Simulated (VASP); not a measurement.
A run of VASP 6.6.1 is set up as follows.

The input INCAR:

```
ALGO = Normal
EDIFF = 1E-7
ENCUT = 520
GGA = PE
ISIF = 2
ISMEAR = 0
LASPH = T
LCHARG = T
LELF = T
LREAL = F
LVHAR = T
LWAVE = F
NBANDS = 11
NELM = 80
PREC = Accurate
SIGMA = 0.05
```

The input KPOINTS:

```
k-points
0
Gamma
  12 12 12
```

Contents of POSCAR:

```
C
1.0
    0.0000000000      1.8502775000      1.8502775000
    1.7834000000      0.0668775000      1.7834000000
    1.7834000000      1.7834000000      0.0668775000
C
2
Direct
    0.5000000000      0.5000000000      0.5000000000
    0.7500000000      0.7500000000      0.7500000000
```

Potentials or basis: VASP PAW PBE potentials, release 64 (C).

Command:

```sh
$ cat potpaw_PBE.64/C/POTCAR > POTCAR
$ mpirun -np 1 vasp_std > vasp.out
```

Problem. Estimate the pressure.

Solution. 5.5 GPa.

Problem. Estimate the band gap on the k mesh.

Solution. 3.32 eV, indirect (least direct gap 4.43 eV).

Stress tensor (GPa, compression positive):
```
  3.24   0.00   0.00
  0.00   6.56 -42.96
  0.00 -42.96   6.56
```

Caveat: the cell differs from its parent crystal (strain +0.0750 x Voigt [0, 0, 0, 1, 0, 0]). A k mesh can miss the band edges.
